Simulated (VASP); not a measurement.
# ScB4 (P-43m) in VASP: a series of runs, part 2 of 2

VASP 6.6.1. The steps go on from the part before.

## (3) Relaxation of cell and atoms, PBE

This run uses another cell than the first one, of 12.10 Å³/atom.

Input file INCAR:

```
  PREC = Accurate
  ENCUT = 600
  EDIFF = 1E-7
  ISMEAR = 0
  SIGMA = 0.1
  LREAL = F
  LASPH = T
  NELM = 100
  ALGO = Normal
  ISIF = 3
  LWAVE = F
  LCHARG = F
  GGA = PE
  IBRION = 2
  NSW = 100
  EDIFFG = -0.01
```

Input file KPOINTS:

```
Automatic mesh
0
Gamma
  10 10 10
```

Input file POSCAR:

```
ScB4
1.0
    3.9253365471      0.0000000000      0.0000000000
    0.0000000000      3.9253365471      0.0000000000
    0.0000000000      0.0000000000      3.9253365471
Sc B
1 4
Direct
    0.0000000000      0.0000000000      0.0000000000
    0.3448875403      0.3448875403      0.3448875403
    0.6551124597      0.6551124597      0.3448875403
    0.3448875403      0.6551124597      0.6551124597
    0.6551124597      0.3448875403      0.6551124597
```

Potentials or basis: VASP PAW PBE potentials, release 64 (Sc_sv, B).

Launch:

```console
> cat potpaw_PBE.64/Sc_sv/POTCAR potpaw_PBE.64/B/POTCAR > POTCAR
> mpirun -np 1 vasp_std > vasp.out
```

Run time: 58 s. Hardware: 1 thread of Intel Xeon 6975P-C (Granite Rapids), shared host; peak memory 0.22 GiB.

The run converged. Its results:

- Free energy: -27.6181 eV
- Relaxed volume: 12.05 Å³/atom
- Relaxed cell: a = 3.921 Å, b = 3.921 Å, c = 3.921 Å, α = 90.00°, β = 90.00°, γ = 90.00°
- Space group after relaxing (to 0.1 Å): P-43m (No. 215)
- Energy gained by relaxing: 0.1 meV/atom
- Ionic steps: 4
- Pressure after relaxing: 0.0 GPa
- Largest force after relaxing: 0.003 eV/Å
- Band gap on the k mesh: zero (an odd number of electrons rules out a gap without spin polarisation)

Forces on the atoms (eV/Å):
```
Sc   0.000  0.000  0.000
B   -0.002 -0.002 -0.002
B    0.002  0.002 -0.002
B   -0.002  0.002  0.002
B    0.002 -0.002  0.002
```

Step by step:
| step | energy change (eV) | largest force (eV/Å) | pressure (GPa) | volume (Å³) |
| --- | --- | --- | --- | --- |
| 1 | 0.0000 | 0.0418 | -0.41 | 60.48 |
| 2 | 0.0000 | 0.0742 | 0.23 | 60.21 |
| 3 | -0.0003 | 0.0181 | -0.08 | 60.34 |
| 4 | -0.0003 | 0.0033 | -0.01 | 60.27 |

Final structure:
```
Sc B
1.0
     3.92070    0.00000    0.00000
     0.00000    3.92070    0.00000
     0.00000    0.00000    3.92070
Sc B
1 4
Cartesian
  0.0000 0.0000 0.0000
  1.3524 1.3524 1.3524
  2.5683 2.5683 1.3524
  1.3524 2.5683 2.5683
  2.5683 1.3524 2.5683
```

Levels at points of the mesh, in eV from the Fermi level:
| k point | band 8 | band 9 | band 10 | band 11 | band 12 | band 13 | band 14 | band 15 |
| --- | --- | --- | --- | --- | --- | --- | --- | --- |
| (0.00, 0.00, 0.00) | -3.39 | -3.39 | -2.28 | -2.28 | 0.76 | 0.76 | 0.76 | 3.83 |
| (0.50, 0.00, 0.00) | -3.26 | -3.26 | -0.90 | 0.08 | 0.08 | 0.60 | 0.79 | 1.92 |
| (0.50, 0.50, 0.00) | -3.14 | -2.76 | -2.36 | -0.66 | -0.66 | 2.28 | 3.27 | 3.62 |
| (0.50, 0.50, 0.50) | -6.01 | -1.76 | -1.76 | -1.76 | 0.39 | 3.45 | 3.45 | 3.74 |

## (4) Single point, PBE

Input file INCAR:

```
PREC = Accurate ; ENCUT = 520
EDIFF = 1E-6 ; ISMEAR = 0
SIGMA = 0.1 ; LREAL = F
LASPH = T ; NELM = 100
ALGO = Fast ; ISIF = 2
LWAVE = F ; LCHARG = T
GGA = PE ; LELF = T
LVHAR = T ; NBANDS = 20
```

Input file KPOINTS:

```
regular mesh
0
Gamma
  10 10 10
```

Input file POSCAR:

```
ScB4
1.0
    3.9187118832      0.0000000000      0.0000000000
    0.0000000000      3.9187118832      0.0000000000
    0.0000000000      0.0000000000      3.9187118832
Sc B
1 4
Direct
    0.0000000000      0.0000000000      0.0000000000
    0.3448636449      0.3448636449      0.3448636449
    0.6551363551      0.6551363551      0.3448636449
    0.3448636449      0.6551363551      0.6551363551
    0.6551363551      0.3448636449      0.6551363551
```

Potentials or basis: VASP PAW PBE potentials, release 64 (Sc_sv, B).

Launch:

```console
> cat potpaw_PBE.64/Sc_sv/POTCAR potpaw_PBE.64/B/POTCAR > POTCAR
> mpirun -np 1 vasp_std > vasp.out
```

OUTCAR:

```text
PREC = Accurate
   ENCUT = 520
   EDIFF = 1E-6
   ISMEAR = 0
   LREAL = F
   LASPH = T
   NELM = 100
   ISIF = 2
   GGA = PE

 ion  position               nearest neighbor table
   1  0.000  0.000  0.000-   2 2.34   3 2.34   4 2.34   5 2.34
   2  0.345  0.345  0.345-   3 1.72   4 1.72   5 1.72   1 2.34
   3  0.655  0.655  0.345-   2 1.72   4 1.72   5 1.72   1 2.34
   4  0.345  0.655  0.655-   2 1.72   3 1.72   5 1.72   1 2.34
   5  0.655  0.345  0.655-   2 1.72   3 1.72   4 1.72   1 2.34
[... 757 lines left out ...]
  --------------------------------------------------------------------------------------
  -------------------------------------------------------------------------------------
  Total        0.0327518      0.0327518      0.0327518      0.0000000     -0.0000000      0.0000000
  in kB        0.8719987      0.8719987      0.8719987      0.0000000     -0.0000000      0.0000000
  external PRESSURE =       0.8719987 kB  Pullay stress =       0.0000000 kB

 VOLUME and BASIS-vectors are now :
 -----------------------------------------------------------------------------
  energy-cutoff  :      520.00
  volume of cell :       60.18
      direct lattice vectors                 reciprocal lattice vectors
     3.918711883  0.000000000  0.000000000     0.255185895  0.000000000  0.000000000
     0.000000000  3.918711883  0.000000000     0.000000000  0.255185895  0.000000000
     0.000000000  0.000000000  3.918711883     0.000000000  0.000000000  0.255185895

 POSITION                                       TOTAL-FORCE (eV/Angst)
 -----------------------------------------------------------------------------------
      0.00000      0.00000      0.00000         0.000000      0.000000      0.000000
      1.35142      1.35142      1.35142         0.003729      0.003729      0.003729
      2.56729      2.56729      1.35142        -0.003729     -0.003729      0.003729
      1.35142      2.56729      2.56729         0.003729     -0.003729     -0.003729
      2.56729      1.35142      2.56729        -0.003729      0.003729     -0.003729
 -----------------------------------------------------------------------------------
    total drift:                                0.000000      0.000000      0.000000

  FREE ENERGIE OF THE ION-ELECTRON SYSTEM (eV)
  ---------------------------------------------------
  free  energy   TOTEN  =       -27.6151434934 eV

  energy  without entropy=      -27.5966405941  energy(sigma->0) =      -27.60589204
```

Run time: 37 s. Hardware: 1 thread of Intel Xeon 6975P-C (Granite Rapids), shared host; peak memory 0.2 GiB.

What came out:

- Free energy: -27.6151 eV
- Pressure: 0.1 GPa
- Largest force: 0.006 eV/Å
- Band gap on the k mesh: zero (an odd number of electrons rules out a gap without spin polarisation)

Forces in eV/Å, atoms in the order of the input:
```
Sc   0.000  0.000  0.000
B    0.004  0.004  0.004
B   -0.004 -0.004  0.004
B    0.004 -0.004 -0.004
B   -0.004  0.004 -0.004
```

Levels at points of the mesh, in eV from the Fermi level:
```csv
k point,band 7,band 8,band 9,band 10,band 11,band 12,band 13,band 14,band 15,band 16
"(0.00, 0.00, 0.00)",-3.38,-3.38,-3.38,-2.29,-2.29,0.76,0.76,0.76,3.83,3.83
"(0.50, 0.00, 0.00)",-3.37,-3.26,-3.26,-0.90,0.07,0.07,0.60,0.79,1.93,3.46
"(0.50, 0.50, 0.00)",-6.25,-3.15,-2.76,-2.35,-0.66,-0.66,2.28,3.27,3.63,3.87
"(0.50, 0.50, 0.50)",-6.02,-6.02,-1.76,-1.76,-1.76,0.39,3.45,3.45,3.75,3.75
```
